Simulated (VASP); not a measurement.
GaP2, 6 atoms in the cell. The structure is tetragonal, space group I4_122 (No. 98). Conventional cell: a = 7.515 Å, b = 7.515 Å, c = 4.418 Å, α = 90.00°, β = 90.00°, γ = 90.00°. Within 3.4 Å of Ga (site symmetry 222) lie 8 P at 2.55 to 3.37 Å. P (site symmetry 2) has 2 P at 2.29 Å and 2 Ga at 2.55 Å within 3.0 Å. The cell was generated, and may not be a known phase.

* Program: VASP 6.6.1
* Task: relaxation of cell and atoms
* Functional: PBE
* Potentials or basis: VASP PAW PBE potentials, release 64 (Ga_d, P)
* Cutoff: 600 eV
* k mesh: 4 × 4 × 4
* Occupations: gaussian, width 0.2 eV
* Spin: no spin polarisation
* Dipole correction: no
* Further INCAR settings: ALGO = Normal; EDIFF = 1e-06; IBRION = 2; EDIFFG = -0.08; NSW = 36; ISIF = 3

Potentials or basis: VASP PAW PBE potentials, release 64 (Ga_d, P).

The run is started by

```sh
$ cat potpaw_PBE.64/Ga_d/POTCAR potpaw_PBE.64/P/POTCAR > POTCAR
$ mpirun -np 1 vasp_std > vasp.out
```

Hardware: 1 thread of Intel(R) Xeon(R) 6975P-C (Granite Rapids), with other jobs on the host.

**Question.** Estimate the wall time of this run.

**Answer.** Run time: 120 s on 1 thread of Intel(R) Xeon(R) 6975P-C (Granite Rapids), on a shared host, peak memory 0.35 GiB. Counts: scf iterations 56, k points 13, ion steps 7.
